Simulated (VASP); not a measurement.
# Nb (I4_1/amd) in VASP: relaxation of cell and atoms with PBE

Aim: the relaxation of cell and atoms of Nb with PBE.

Everything below comes from runs of VASP 6.6.1. Logs are shortened: lines on timing, memory, paths and dates and some standing lists are left out, and cuts for length are marked.

## (1) The cell of the first run

It takes space group I4_1/amd (No. 141, tetragonal). Conventional cell: a = 4.804 Å, b = 4.804 Å, c = 2.642 Å, α = 90.00°, β = 90.00°, γ = 90.00°. Nb (site symmetry -4m2) has 10 Nb at 2.49 to 3.11 Å within 3.3 Å.

## (2) Relaxation of cell and atoms, PBE, target pressure 55 GPa, at which the enthalpy is minimised

INCAR

```
PREC = Accurate ; ENCUT = 600
EDIFF = 1E-6 ; ISMEAR = -1
SIGMA = 0.05 ; LREAL = False
LASPH = True ; NELM = 80
ALGO = Normal ; ISIF = 3
LWAVE = False ; LCHARG = False
GGA = PE ; IBRION = 2
NSW = 60 ; EDIFFG = -0.005
PSTRESS = 550.0
```

KPOINTS

```
Automatic mesh
0
Gamma
  17 17 17
```

POSCAR

```
Nb
1.0
   -2.4020708218      2.4020708218      1.3211389520
    2.4020708218     -2.4020708218      1.3211389520
    2.4020708218      2.4020708218     -1.3211389520
Nb
2
Direct
   -0.3750000000     -0.1250000000     -0.2500000000
    0.3750000000      0.1250000000      0.2500000000
```

Potentials or basis: VASP PAW PBE potentials, release 64 (Nb_sv).

On the command line:

```console
$ cat potpaw_PBE.64/Nb_sv/POTCAR > POTCAR
$ mpirun -np 1 vasp_std > vasp.out
```

OUTCAR:

```text
PREC = Accurate
   ENCUT = 600
   EDIFF = 1E-6
   ISMEAR = -1
   LREAL = False
   LASPH = True
   NELM = 80
   ISIF = 3
   GGA = PE
   IBRION = 2
   NSW = 60
   EDIFFG = -0.005
   PSTRESS = 550.0

 ion  position               nearest neighbor table
   1  0.625  0.875  0.750-   2 2.49   2 2.49   2 2.49   2 2.49
   2  0.375  0.125  0.250-   1 2.49   1 2.49   1 2.49   1 2.49

  LATTYP: Found a body centered tetragonal cell.
 ALAT       =     4.8041416436
 C/A-ratio  =     0.5500000000

  Lattice vectors:

 A1 = (  -2.4020708218,   2.4020708218,   1.3211389520)
 A2 = (   2.4020708218,  -2.4020708218,   1.3211389520)
 A3 = (   2.4020708218,   2.4020708218,  -1.3211389520)

Analysis of symmetry for initial positions (statically):
=====================================================================
 Subroutine PRICEL returns:
 Original cell was already a primitive cell.

 Routine SETGRP: Setting up the symmetry group for a
 body centered tetragonal supercell.

 Subroutine GETGRP returns: Found 16 space group operations
 (whereof  4 operations were pure point group operations)
 out of a pool of 16 trial point group operations.

The static configuration has the point symmetry C_2h.
 The point group associated with its full space group is D_4h.

Analysis of symmetry for dynamics (positions and initial velocities):
=====================================================================
 Subroutine PRICEL returns:
 Original cell was already a primitive cell.

 Routine SETGRP: Setting up the symmetry group for a
 body centered tetragonal supercell.

 Subroutine GETGRP returns: Found 16 space group operations
 (whereof  4 operations were pure point group operations)
 out of a pool of 16 trial point group operations.

The dynamic configuration has the point symmetry C_2h.
 The point group associated with its full space group is D_4h.

 Subroutine INISYM returns: Found 16 space group operations
 (whereof  4 operations are pure point group operations),
 and found     1 'primitive' translations

----------------------------------------------------------------------------------------

                                     Primitive cell

  volume of cell :      30.4916

[... 87 lines left out ...]
   NELM   =     80;   NELMIN=  2; NELMDL= -5     # of ELM steps
   EDIFF  = 0.1E-05   stopping-criterion for ELM
   LREAL  =      F    real-space projection
   EDIFFG = -.5E-02   stopping-criterion for IOM
   NSW    =     60    number of steps for IOM
   IBRION =      2    ionic relax: 0-MD 1-quasi-New 2-CG
   NFREE  =      1    steps in history (QN), initial steepest desc. (CG)
   ISIF   =      3    stress and relaxation
   ISYM   =      2    0-nonsym 1-usesym 2-fastsym
   POTIM  = 0.5000    time-step for ionic-motion
   TEBEG  =    0.0;   TEEND  =   0.0 temperature during run
   PSTRESS=  550.0 pullay stress
   NELECT =      26.0000    total number of electrons
   NUPDOWN=      -1.0000    fix difference up-down
   EMIN   =  10.00;   EMAX   =-10.00  energy-range for DOS
   EFERMI =   0.00;   METHOD = LEGACY
   ISMEAR =    -1;   SIGMA  =   0.05  broadening in eV -4-tet -1-fermi 0-gaus
   EFERMI_NEDOS =   21; number of points for ismear=-14 and -15
   IALGO  =     38    algorithm
   IMIX   =      4    mixing-type and parameters
     AMIX     =   0.40;   BMIX     =  1.00
     AMIX_MAG =   1.60;   BMIX_MAG =  1.00
  volume/ion in A,a.u.               =      15.25       102.88
  Fermi-wavevector in a.u.,A,eV,Ry     =   1.552408  2.933626 32.789647  2.409971
  Thomas-Fermi vector in A             =   2.656788
   LORBIT       =      0    0 simple, 1 ext, 2 COOP (PROOUT), +10 PAW based schemes
   GGA     = PE    functional components
   LHFCALC =     F    Hartree Fock is set to
   AEXX    =    0.0000 exact exchange contribution
   IVDW    =     0    specifies the selected vdW correction
   LEPSILON=     F    determine dielectric tensor
   LRPA    =     F    only Hartree local field effects (RPA)
 conjugate gradient relaxation of ions
 non-spin polarized calculation
  energy-cutoff  :      600.00
  volume of cell :       30.49
 maximum number of plane-waves:      1037
 NGX is ok and might be reduce to    30
   NGX = 15   NGY = 15   NGZ = 15

--------------------------------------- Ionic step        1  -------------------------------------------

 number of electron      25.9999999 magnetization

 Free energy of the ion-electron system (eV)
  ---------------------------------------------------
  ext. energy  EPLUGINS =         0.00000000
  ---------------------------------------------------
  free energy    TOTEN  =       -18.20335387 eV

  energy without entropy =      -18.18815771  energy(sigma->0) =      -18.19575579

------------------------ aborting loop because EDIFF is reached ----------------------------------------

  FORCE on cell =-STRESS in cart. coord.  units (eV):
  Direction    XX          YY          ZZ          XY          YZ          ZX
  --------------------------------------------------------------------------------------
  -------------------------------------------------------------------------------------
  Total        9.4768698      9.4768698     10.0695101      0.0000000      0.0000000      0.0000000
  in kB      497.9610714    497.9610714    529.1012884      0.0000000      0.0000000      0.0000000
  external PRESSURE =     -41.6588562 kB  Pullay stress =     550.0000000 kB
[... 177 lines left out ...]
--------------------------------------- Ionic step        6  -------------------------------------------

 number of electron      26.0000001 magnetization

 Free energy of the ion-electron system (eV)
  ---------------------------------------------------
  ext. energy  EPLUGINS =         0.00000000
  ---------------------------------------------------
  free energy    TOTEN  =       -18.07356864 eV

  energy without entropy =      -18.05935808  energy(sigma->0) =      -18.06646336

 E-fermi :  14.4359     XC(G=0): -13.3885

 val. band max:       14.4346437360   @ k =  -0.4118  -0.4118   0.2353
 cond. band min:      14.4380424053   @ k =   0.1176   0.0588  -0.0000
 fundamental gap:      0.0033986693
 Fermi energy:        14.4358781450

 k-point     1 :       0.0000    0.0000    0.0000
  band No.  band energies     occupation
      1     -40.6244      2.00000
      2     -39.5742      2.00000
      3     -17.5235      2.00000
      4     -17.5235      2.00000
      5     -15.3230      2.00000
      6     -15.2873      2.00000
[... 457 lines left out ...]
      4     -17.4380      2.00000
      5     -15.4484      2.00000
      6     -15.3557      2.00000
[... 9 lines left out ...]
     16      17.8624      0.00000
     17      17.9224      0.00000

 [... further k-points ...]
[... 5 lines left out ...]
  --------------------------------------------------------------------------------------
  -------------------------------------------------------------------------------------
  Total       10.3371042     10.3371042     10.3352464      0.0000000      0.0000000      0.0000000
  in kB      550.3773482    550.3773482    550.2784345      0.0000000      0.0000000      0.0000000
  external PRESSURE =       0.3443770 kB  Pullay stress =     550.0000000 kB
[... 21 lines left out ...]
  energy  without entropy=      -18.0593580779  energy(sigma->0) =      -18.06646336

  enthalpy is  TOTEN    =        -7.7435517373 eV   P V=       10.3300169008

 reached required accuracy - stopping structural energy minimisation
```

OSZICAR:

```text
N       E                     dE             d eps       ncg     rms          rms(c)
DAV:   1     0.351129538596E+03    0.35113E+03   -0.16607E+04 13770   0.183E+03
DAV:   2     0.843677868067E+01   -0.34269E+03   -0.33845E+03 15677   0.685E+02
DAV:   3    -0.174987811512E+02   -0.25936E+02   -0.25126E+02 26878   0.136E+02
DAV:   4    -0.184937759993E+02   -0.99499E+00   -0.98304E+00 18057   0.248E+01
[... 49 lines left out ...]
DAV:   1    -0.180742250858E+02    0.17251E-02   -0.36046E-02 13935   0.201E+00    0.141E-01
DAV:   2    -0.180737511669E+02    0.47392E-03   -0.19047E-03 19252   0.498E-01    0.733E-02
DAV:   3    -0.180735664453E+02    0.18472E-03   -0.65411E-04 21463   0.245E-01    0.147E-02
DAV:   4    -0.180735678127E+02   -0.13674E-05   -0.27688E-05 17302   0.670E-02    0.643E-03
DAV:   5    -0.180735686381E+02   -0.82541E-06   -0.13221E-06 12888   0.126E-02
   6 F= -.77435517E+01 E0= -.77364465E+01  d E =-.114359E-02
```

It took 7.9 min on 1 thread of Intel Xeon 6975P-C (Granite Rapids), shared host; peak memory 0.35 GiB.

Results:

```
Free energy                                                : -18.0736 eV
Relaxed volume                                             : 15.05 Å³/atom
Relaxed cell                                               : a = 3.621 Å, b = 3.621 Å, c = 3.621 Å, α = 97.70°, β = 97.70°, γ = 137.06°
Space group after relaxing (to 0.1 Å)                      : I4_1/amd (No. 141)
Energy change on relaxing (the run minimises the enthalpy) : +64.9 meV/atom
Ionic steps                                                : 6
Pressure after relaxing                                    : 55.0 GPa
Band gap on the k mesh                                     : zero (bands 13 and 14 overlap by 1.65 eV)
```

Step by step:
```
step  energy change (eV)  largest force (eV/Å)  pressure (GPa)  volume (Å³)
   1              0.0000                0.0000           50.83        30.49
   2              0.6471                0.0000           71.16        28.77
   3              0.1366                0.0000           55.26        30.08
   4              0.1403                0.0000           55.39        30.06
   5              0.1274                0.0000           54.99        30.10
   6              0.1298                0.0000           55.03        30.09
```

Final structure:
```
Nb
1.0
    -2.38264    2.38264    1.32517
     2.38264   -2.38264    1.32517
     2.38264    2.38264   -1.32517
Nb
2
Direct
  0.62500 0.87500 0.75000
  0.37500 0.12500 0.25000
```

Caveat: the cell is relaxed towards a set pressure, so the run minimises the enthalpy, not the energy.
